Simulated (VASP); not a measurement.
# SnO2 (Amm2) in VASP: a series of runs

SnO2 is run at these levels: PBE; tasks: single point.

Everything below comes from runs of VASP 6.6.1. Logs are shortened: lines on timing, memory, paths and dates and some standing lists are left out, and cuts for length are marked.

## (1) The cell of the first run

Symmetry: Amm2, No. 38, orthorhombic system. Conventional cell: a = 3.186 Å, b = 6.700 Å, c = 6.700 Å, α = 90.00°, β = 90.00°, γ = 90.00°. Within 2.4 Å of Sn (site symmetry mm2) lie 6 O at 1.75 to 2.35 Å. Within 2.7 Å of Sn (site symmetry mm2) lie 6 O at 2.05 to 2.06 Å. O (site symmetry mm2) has 3 Sn at 2.06 to 2.35 Å and 1 O at 2.60 Å within 2.7 Å. O (site symmetry m) has 3 Sn at 2.05 to 2.08 Å and 1 O at 2.60 Å within 2.7 Å. O (site symmetry mm2) has 3 Sn at 1.75 to 2.06 Å within 2.3 Å.

## (2) Single point, PBE (atom 1 (Sn) moved -0.300 Å towards its neighbour atom 3 (O) at 2.048 Å)

INCAR

```
PREC = Accurate
ENCUT = 520
EDIFF = 1E-6
ISMEAR = 0
SIGMA = 0.05
LREAL = F
LASPH = T
NELM = 60
ALGO = Normal
ISIF = 2
LWAVE = F
LCHARG = T
GGA = PE
LELF = T
LVHAR = T
NBANDS = 35
```

KPOINTS

```
regular mesh
0
Gamma
  6 6 8
```

POSCAR

```
SnO2
1.0
    4.7373500000      0.0000000000      0.0000000000
    0.0000000000      4.7373500000      0.0000000000
    0.0000000000      0.0000000000      3.1864000000
Sn O
2 4
Direct
   -0.0447786282     -0.0447786282      0.0000000000
    0.5000000000      0.5000000000      0.5000000000
    0.3056200000      0.3056200000      0.0000000000
    0.1943800000      0.8056200000      0.5000000000
    0.6943800000      0.6943800000      0.0000000000
    0.8056200000      0.1943800000      0.5000000000
```

Potentials or basis: VASP PAW PBE potentials, release 64 (Sn_d, O).

Run with:

```
$ cat potpaw_PBE.64/Sn_d/POTCAR potpaw_PBE.64/O/POTCAR > POTCAR
$ mpirun -np 1 vasp_std > vasp.out
```

OUTCAR:

```text
PREC = Accurate
   ENCUT = 520
   EDIFF = 1E-6
   ISMEAR = 0
   LREAL = F
   LASPH = T
   NELM = 60
   ISIF = 2
   GGA = PE

 ion  position               nearest neighbor table
   1  0.955  0.955  0.000-   5 1.75   4 2.08   6 2.08   4 2.08   6 2.08   3 2.35   2 3.44   2 3.44
                             2 3.72   2 3.72   2 3.72   2 3.72
   2  0.500  0.500  0.500-   4 2.05   6 2.05   5 2.06   3 2.06   3 2.06   5 2.06   1 3.44   1 3.44
                             1 3.72   1 3.72   1 3.72   1 3.72
   3  0.306  0.306  0.000-   2 2.06   2 2.06   1 2.35
   4  0.194  0.806  0.500-   2 2.05   1 2.08   1 2.08
   5  0.694  0.694  0.000-   1 1.75   2 2.06   2 2.06
   6  0.806  0.194  0.500-   2 2.05   1 2.08   1 2.08

  LATTYP: Found a simple tetragonal cell.
 ALAT       =     4.7373500000
 C/A-ratio  =     0.6726123255

  Lattice vectors:

 A1 = (   4.7373500000,   0.0000000000,   0.0000000000)
 A2 = (   0.0000000000,   4.7373500000,   0.0000000000)
 A3 = (   0.0000000000,   0.0000000000,   3.1864000000)

Analysis of symmetry for initial positions (statically):
=====================================================================
 Subroutine PRICEL returns:
 Original cell was already a primitive cell.

 Routine SETGRP: Setting up the symmetry group for a
 simple tetragonal supercell.

 Subroutine GETGRP returns: Found  4 space group operations
 (whereof  4 operations were pure point group operations)
 out of a pool of 16 trial point group operations.

The static configuration has the point symmetry C_2v.

Analysis of symmetry for dynamics (positions and initial velocities):
=====================================================================
 Subroutine PRICEL returns:
 Original cell was already a primitive cell.

 Routine SETGRP: Setting up the symmetry group for a
 simple tetragonal supercell.

 Subroutine GETGRP returns: Found  4 space group operations
 (whereof  4 operations were pure point group operations)
 out of a pool of 16 trial point group operations.

The dynamic configuration has the point symmetry C_2v.

 Subroutine INISYM returns: Found  4 space group operations
 (whereof  4 operations are pure point group operations),
 and found     1 'primitive' translations

----------------------------------------------------------------------------------------

                                     Primitive cell

  volume of cell :      71.5107

  direct lattice vectors                    reciprocal lattice vectors
     4.737350000  0.000000000  0.000000000     0.211088478  0.000000000  0.000000000
     0.000000000  4.737350000  0.000000000     0.000000000  0.211088478  0.000000000
     0.000000000  0.000000000  3.186400000     0.000000000  0.000000000  0.313833794

  length of vectors
     4.737350000  4.737350000  3.186400000     0.211088478  0.211088478  0.313833794

  position of ions in fractional coordinates (direct lattice)
     0.955221372  0.955221372  0.000000000
     0.500000000  0.500000000  0.500000000
     0.305620000  0.305620000  0.000000000
     0.194380000  0.805620000  0.500000000
     0.694380000  0.694380000  0.000000000
     0.805620000  0.194380000  0.500000000

  ion indices of the primitive-cell ions
   primitive index   ion index
                 1           1
                 2           2
                 3           3
                 4           4
                 5           5
                 6           6

----------------------------------------------------------------------------------------

 KPOINTS: regular mesh

Automatic generation of k-mesh.
 Grid dimensions read from file:
 generate k-points for:    6    6    8

 Generating k-lattice:

  Cartesian coordinates                     Fractional coordinates (reciprocal lattice)
     0.035181413  0.000000000  0.000000000     0.166666667  0.000000000  0.000000000
     0.000000000  0.035181413  0.000000000     0.000000000  0.166666667  0.000000000
     0.000000000  0.000000000  0.039229224     0.000000000  0.000000000  0.125000000

  Length of vectors
     0.035181413  0.035181413  0.039229224

[... 54 lines left out ...]
  band No.  band energies     occupation
      1     -15.6782      2.00000
      2     -14.3209      2.00000
      3     -14.0701      2.00000
      4     -13.9404      2.00000
      5     -13.9374      2.00000
      6     -13.9024      2.00000
[... 27 lines left out ...]
     34      18.4570      0.00000
     35      19.0675      0.00000

 k-point     3 :       0.3333    0.0000    0.0000
  band No.  band energies     occupation
      1     -15.6459      2.00000
      2     -14.4321      2.00000
      3     -14.0457      2.00000
      4     -13.9461      2.00000
      5     -13.9327      2.00000
      6     -13.8995      2.00000
[... 27 lines left out ...]
     34      18.4300      0.00000
     35      18.8424      0.00000

 k-point     4 :       0.5000    0.0000    0.0000
  band No.  band energies     occupation
      1     -15.6284      2.00000
      2     -14.4835      2.00000
      3     -14.0376      2.00000
      4     -13.9476      2.00000
      5     -13.9302      2.00000
      6     -13.8980      2.00000
[... 27 lines left out ...]
     34      18.3750      0.00000
     35      18.7461      0.00000

 k-point     5 :       0.1667    0.1667    0.0000
  band No.  band energies     occupation
      1     -15.6567      2.00000
      2     -14.4198      2.00000
      3     -14.0455      2.00000
      4     -13.9321      2.00000
      5     -13.9295      2.00000
      6     -13.9047      2.00000
[... 638 lines left out ...]
 k-point    22 :       0.5000    0.1667    0.1250
  band No.  band energies     occupation
      1     -15.6254      2.00000
      2     -14.5069      2.00000
      3     -14.0692      2.00000
      4     -14.0298      2.00000
      5     -13.9383      2.00000
      6     -13.8750      2.00000
[... 27 lines left out ...]
     34      18.5727      0.00000
     35      18.7250      0.00000

 k-point    23 :       0.3333    0.3333    0.1250
  band No.  band energies     occupation
      1     -15.6254      2.00000
      2     -14.5495      2.00000
      3     -14.0500      2.00000
      4     -14.0488      2.00000
      5     -13.9353      2.00000
      6     -13.8950      2.00000
[... 27 lines left out ...]
     34      18.4402      0.00000
     35      18.6340      0.00000

 k-point    24 :      -0.3333    0.3333    0.1250
  band No.  band energies     occupation
      1     -15.6420      2.00000
      2     -14.5186      2.00000
      3     -14.0723      2.00000
      4     -14.0307      2.00000
      5     -13.9444      2.00000
      6     -13.8727      2.00000
[... 27 lines left out ...]
     34      18.3650      0.00000
     35      18.7020      0.00000

 [... further k-points ...]

------------------------ aborting loop because EDIFF is reached ----------------------------------------

  FORCE on cell =-STRESS in cart. coord.  units (eV):
  Direction    XX          YY          ZZ          XY          YZ          ZX
  --------------------------------------------------------------------------------------
  -------------------------------------------------------------------------------------
  Total       10.0914081     10.0914081      5.4481822      6.6194517      0.0000000      0.0000000
  in kB      226.0950816    226.0950816    122.0649477    148.3069014      0.0000000      0.0000000
  external PRESSURE =     191.4183703 kB  Pullay stress =       0.0000000 kB

 VOLUME and BASIS-vectors are now :
 -----------------------------------------------------------------------------
  energy-cutoff  :      520.00
  volume of cell :       71.51
      direct lattice vectors                 reciprocal lattice vectors
     4.737350000  0.000000000  0.000000000     0.211088478  0.000000000  0.000000000
     0.000000000  4.737350000  0.000000000     0.000000000  0.211088478  0.000000000
     0.000000000  0.000000000  3.186400000     0.000000000  0.000000000  0.313833794

 POSITION                                       TOTAL-FORCE (eV/Angst)
 -----------------------------------------------------------------------------------
      4.52522      4.52522      0.00000         7.460117      7.460117      0.000000
      2.36868      2.36868      1.59320        -2.019253     -2.019253      0.000000
      1.44783      1.44783      0.00000        -0.337945     -0.337945      0.000000
      0.92085      3.81650      1.59320        -0.288743      0.020763      0.000000
      3.28952      3.28952      0.00000        -4.834939     -4.834939      0.000000
      3.81650      0.92085      1.59320         0.020763     -0.288743      0.000000
 -----------------------------------------------------------------------------------
    total drift:                               -0.000009     -0.000009     -0.000005

  FREE ENERGIE OF THE ION-ELECTRON SYSTEM (eV)
  ---------------------------------------------------
  free  energy   TOTEN  =       -35.8112253329 eV

  energy  without entropy=      -35.8112253329  energy(sigma->0) =      -35.81122533
```

It took 3.4 min on 1 thread of AMD EPYC 7R43 (Zen 3), shared host; peak memory 0.22 GiB.

Results:

```yaml
Free_energy: -35.8112 eV
Pressure: 19.1 GPa
Largest_force: 10.550 eV/Å
Band_gap_on_the_k_mesh: 0.82 eV
```

Forces on the atoms (eV/Å):
```
Sn   7.460  7.460  0.000
Sn  -2.019 -2.019  0.000
O   -0.338 -0.338  0.000
O   -0.289  0.021  0.000
O   -4.835 -4.835  0.000
O    0.021 -0.289  0.000
```

Stress tensor (GPa, compression positive):
```
22.61 14.83  0.00
14.83 22.61  0.00
 0.00  0.00 12.21
```

Caveat: the cell differs from its parent crystal (atom 1 (Sn) moved -0.300 Å towards its neighbour atom 3 (O) at 2.048 Å); the cell stands under pressure; spin-orbit coupling is left out, which moves the levels of the heavy elements; forces of over 1 eV/Å act on the atoms, so gaps and moduli don't describe the material at rest.

## (3) Single point, PBE (atom 1 (Sn) moved +0.225 Å towards its neighbour atom 3 (O) at 2.048 Å)

INCAR

```
ALGO = Normal ; EDIFF = 1E-6
ENCUT = 520 ; GGA = PE
ISIF = 2 ; ISMEAR = 0
LASPH = True ; LCHARG = False
LREAL = False ; LWAVE = False
NBANDS = 35 ; NELM = 100
PREC = Accurate ; SIGMA = 0.05
```

KPOINTS

```
k-points
0
Gamma
  6 6 8
```

POSCAR, as its differences from that of step 2:

```diff
@@ -8,3 +8,3 @@
 Direct
-   -0.0447786282     -0.0447786282      0.0000000000
+    0.0335839712      0.0335839712      0.0000000000
     0.5000000000      0.5000000000      0.5000000000
```

Potentials or basis: VASP PAW PBE potentials, release 64 (Sn_d, O).

Run with:

```
$ cat potpaw_PBE.64/Sn_d/POTCAR potpaw_PBE.64/O/POTCAR > POTCAR
$ mpirun -np 1 vasp_std > vasp.out
```

Run time: 3.4 min. Hardware: 1 thread of AMD EPYC 7R43 (Zen 3), shared host; peak memory 0.23 GiB.

Results (log left out):

```yaml
Free_energy: -36.4592 eV
Pressure: 15.7 GPa
Largest_force: 6.905 eV/Å
Band_gap_on_the_k_mesh: 0.97 eV
```

Forces in eV/Å, atoms in the order of the input:
```
Sn  -4.883 -4.883  0.000
Sn   1.509  1.509  0.000
O    2.780  2.780  0.000
O    0.013  0.165  0.000
O    0.415  0.415  0.000
O    0.165  0.013  0.000
```

Stress tensor (GPa, compression positive):
```
17.17  8.19  0.00
 8.19 17.17  0.00
 0.00  0.00 12.60
```

Levels at points of the mesh, in eV from the valence-band top:
```tsv
k point	band 22	band 23	band 24	band 25	band 26	band 27	band 28	band 29	band 30	band 31
(0.00, 0.00, 0.00)	-1.46	-1.33	-1.23	-0.87	0.00	0.97	5.66	6.14	6.27	10.01
(0.50, 0.00, 0.00)	-1.97	-1.59	-1.26	-1.11	-0.42	4.06	4.19	6.72	6.99	10.70
(0.50, 0.50, 0.00)	-2.15	-1.54	-1.34	-1.15	-0.88	4.54	4.57	7.24	7.31	10.77
(0.00, 0.00, 0.50)	-2.64	-2.45	-1.85	-1.48	-0.98	5.87	5.89	9.16	9.35	10.39
(0.50, 0.00, 0.50)	-1.97	-1.37	-1.30	-0.86	-0.63	6.11	6.13	7.70	8.03	10.56
(0.50, 0.50, 0.50)	-1.98	-1.84	-1.13	-1.02	-0.54	4.51	4.58	8.59	8.81	10.31
```

Caveat: the cell differs from its parent crystal (atom 1 (Sn) moved +0.225 Å towards its neighbour atom 3 (O) at 2.048 Å); the cell stands under pressure; spin-orbit coupling is left out, which moves the levels of the heavy elements; forces of over 1 eV/Å act on the atoms, so gaps and moduli don't describe the material at rest.

## (4) Single point, PBE (atom 1 (Sn) moved -0.150 Å towards its neighbour atom 3 (O) at 2.048 Å)

INCAR

```
SYSTEM = SnO2
  ALGO = Normal
  EDIFF = 1E-6
  ENCUT = 520
  GGA = PE
  ISIF = 2
  ISMEAR = 0
  LASPH = .TRUE.
  LCHARG = .FALSE.
  LREAL = .FALSE.
  LWAVE = .FALSE.
  NBANDS = 35
  NELM = 100
  PREC = Accurate
  SIGMA = 0.05
```

KPOINTS

```
k-points
0
G
  6 6 8
  0 0 0
```

POSCAR, as its differences from that of step 3:

```diff
@@ -8,3 +8,3 @@
 Direct
-    0.0335839712      0.0335839712      0.0000000000
+   -0.0223893141     -0.0223893141      0.0000000000
     0.5000000000      0.5000000000      0.5000000000
```

Run with:

```
$ cat potpaw_PBE.64/Sn_d/POTCAR potpaw_PBE.64/O/POTCAR > POTCAR
$ mpirun -np 1 vasp_std > vasp.out
```

Run time: 2.8 min. Hardware: 1 thread of AMD EPYC 7R43 (Zen 3), shared host; peak memory 0.22 GiB.

Results (log left out):

```yaml
Free_energy: -36.8686 eV
Pressure: 13.3 GPa
Largest_force: 4.134 eV/Å
Band_gap_on_the_k_mesh: 1.10 eV
```

Forces in eV/Å, atoms in the order of the input:
```
Sn   2.923  2.923  0.000
Sn  -1.003 -1.003  0.000
O   -0.423 -0.423  0.000
O   -0.069 -0.039  0.000
O   -1.391 -1.391  0.000
O   -0.039 -0.069  0.000
```

Stress tensor (GPa, compression positive):
```
13.48  3.59  0.00
 3.59 13.48  0.00
 0.00  0.00 12.95
```

Levels at points of the mesh, in eV from the valence-band top:
```
           k point  band 23  band 24  band 25  band 26  band 27  band 28  band 29  band 30
(0.00, 0.00, 0.00)    -1.24    -1.07    -0.84     0.00     1.10     5.90     6.23     6.32
(0.50, 0.00, 0.00)    -1.45    -1.12    -1.03    -0.46     4.25     4.32     6.89     7.07
(0.50, 0.50, 0.00)    -1.44    -1.33    -1.03    -0.89     4.70     4.71     7.39     7.42
(0.00, 0.00, 0.50)    -2.21    -1.77    -1.38    -1.07     6.03     6.04     9.46     9.54
(0.50, 0.00, 0.50)    -1.25    -1.23    -0.79    -0.66     6.29     6.30     7.88     8.03
(0.50, 0.50, 0.50)    -1.49    -1.06    -0.94    -0.61     4.67     4.70     8.76     8.86
```

Caveat: the cell differs from its parent crystal (atom 1 (Sn) moved -0.150 Å towards its neighbour atom 3 (O) at 2.048 Å); the cell stands under pressure; spin-orbit coupling is left out, which moves the levels of the heavy elements; forces of over 1 eV/Å act on the atoms, so gaps and moduli don't describe the material at rest.

## (5) Single point, PBE (atom 1 (Sn) moved +0.263 Å towards its neighbour atom 3 (O) at 2.048 Å)

INCAR

```
  ALGO = Normal
  EDIFF = 1E-6
  ENCUT = 520
  GGA = PE
  ISIF = 2
  ISMEAR = 0
  LASPH = T
  LCHARG = F
  LREAL = F
  LWAVE = F
  NBANDS = 35
  NELM = 80
  PREC = Accurate
  SIGMA = 0.05
```

KPOINTS

```
k-points
0
Gamma
  6 6 8
```

POSCAR, as its differences from that of step 4:

```diff
@@ -8,3 +8,3 @@
 Direct
-   -0.0223893141     -0.0223893141      0.0000000000
+    0.0391812997      0.0391812997      0.0000000000
     0.5000000000      0.5000000000      0.5000000000
```

Run with:

```
$ cat potpaw_PBE.64/Sn_d/POTCAR potpaw_PBE.64/O/POTCAR > POTCAR
$ mpirun -np 1 vasp_std > vasp.out
```

Run time: 3.3 min. Hardware: 1 thread of AMD EPYC 7R43 (Zen 3), shared host; peak memory 0.22 GiB.

Results (log left out):

```
Free energy            : -36.1693 eV
Pressure               : 17.2 GPa
Largest force          : 8.598 eV/Å
Band gap on the k mesh : 0.90 eV
```

Forces in eV/Å, atoms in the order of the input:
```
Sn  -6.080 -6.080  0.000
Sn   1.763  1.763  0.000
O    3.713  3.713  0.000
O   -0.003  0.224  0.000
O    0.383  0.383  0.000
O    0.224 -0.003  0.000
```

Stress tensor (GPa, compression positive):
```
19.66 11.25  0.00
11.25 19.66  0.00
 0.00  0.00 12.40
```

Levels at points of the mesh, in eV from the valence-band top:
```
           k point  band 24  band 25  band 26  band 27  band 28  band 29
(0.00, 0.00, 0.00)    -1.23    -0.88     0.00     0.90     5.54     6.10
(0.50, 0.00, 0.00)    -1.37    -1.11    -0.41     3.96     4.12     6.63
(0.50, 0.50, 0.00)    -1.34    -1.20    -0.87     4.45     4.48     7.16
(0.00, 0.00, 0.50)    -1.90    -1.54    -0.95     5.77     5.81     8.99
(0.50, 0.00, 0.50)    -1.32    -0.89    -0.61     6.01     6.03     7.59
(0.50, 0.50, 0.50)    -1.17    -1.06    -0.51     4.42     4.51     8.49
```

Caveat: the cell differs from its parent crystal (atom 1 (Sn) moved +0.263 Å towards its neighbour atom 3 (O) at 2.048 Å); the cell stands under pressure; spin-orbit coupling is left out, which moves the levels of the heavy elements; forces of over 1 eV/Å act on the atoms, so gaps and moduli don't describe the material at rest.

## (6) Single point, PBE (atom 1 (Sn) moved +0.188 Å towards its neighbour atom 3 (O) at 2.048 Å)

INCAR

```
PREC = Accurate
ENCUT = 520
EDIFF = 1E-6
ISMEAR = 0
SIGMA = 0.05
LREAL = False
LASPH = True
NELM = 100
ALGO = Normal
ISIF = 2
LWAVE = False
LCHARG = False
GGA = PE
NBANDS = 35
```

KPOINTS

```
Automatic mesh
0
Gamma
  6 6 8
```

POSCAR, as its differences from that of step 5:

```diff
@@ -8,3 +8,3 @@
 Direct
-    0.0391812997      0.0391812997      0.0000000000
+    0.0279866426      0.0279866426      0.0000000000
     0.5000000000      0.5000000000      0.5000000000
```

Potentials or basis: VASP PAW PBE potentials, release 64 (Sn_d, O).

Run with:

```
$ cat potpaw_PBE.64/Sn_d/POTCAR potpaw_PBE.64/O/POTCAR > POTCAR
$ mpirun -np 1 vasp_std > vasp.out
```

Wall time 2.7 min (1 thread of AMD EPYC 7R43 (Zen 3), shared host); peak memory 0.22 GiB.

It converged, with:

```
Free energy            : -36.6898 eV
Pressure               : 14.3 GPa
Largest force          : 5.430 eV/Å
Band gap on the k mesh : 1.04 eV
```

Forces on the atoms (eV/Å):
```
Sn  -3.840 -3.840  0.000
Sn   1.255  1.255  0.000
O    2.014  2.014  0.000
O    0.028  0.113  0.000
O    0.430  0.430  0.000
O    0.113  0.028  0.000
```

Stress tensor (GPa, compression positive):
```
15.13  5.65  0.00
 5.65 15.13  0.00
 0.00  0.00 12.79
```

Levels at points of the mesh, in eV from the valence-band top:
```
           k point  band 24  band 25  band 26  band 27  band 28  band 29
(0.00, 0.00, 0.00)    -1.20    -0.86     0.00     1.04     5.78     6.18
(0.50, 0.00, 0.00)    -1.15    -1.12    -0.44     4.16     4.26     6.80
(0.50, 0.50, 0.00)    -1.34    -1.09    -0.88     4.62     4.64     7.32
(0.00, 0.00, 0.50)    -1.81    -1.43    -1.02     5.95     5.97     9.31
(0.50, 0.00, 0.50)    -1.27    -0.82    -0.64     6.20     6.22     7.80
(0.50, 0.50, 0.50)    -1.10    -0.98    -0.57     4.59     4.64     8.68
```

Caveat: the cell differs from its parent crystal (atom 1 (Sn) moved +0.188 Å towards its neighbour atom 3 (O) at 2.048 Å); the cell stands under pressure; spin-orbit coupling is left out, which moves the levels of the heavy elements; forces of over 1 eV/Å act on the atoms, so gaps and moduli don't describe the material at rest.

## (7) The runs side by side

| cell | gap on the mesh (eV) | pressure (GPa) | largest force (eV/Å) |
| --- | --- | --- | --- |
| as given, atomic positions A | 0.82 | 19.1 | 10.55 |
| as given, atomic positions B | 0.97 | 15.7 | 6.91 |
| as given, atomic positions C | 1.10 | 13.3 | 4.13 |
| as given, atomic positions D | 0.90 | 17.2 | 8.60 |
| as given, atomic positions E | 1.04 | 14.3 | 5.43 |

Alike in all rows: task single point; level PBE; potentials or basis VASP PAW PBE potentials, release 64 (Sn_d, O); no spin polarisation; k mesh 6 × 6 × 8; cutoff (eV) 520; smearing gaussian 0.05 eV.

Caveats: the cell stands under pressure; spin-orbit coupling is left out, which moves the levels of the heavy elements; forces of over 1 eV/Å act on the atoms, so gaps and moduli don't describe the material at rest.

Total energies depend on the potentials used, so only differences within one code and one set of settings carry meaning.
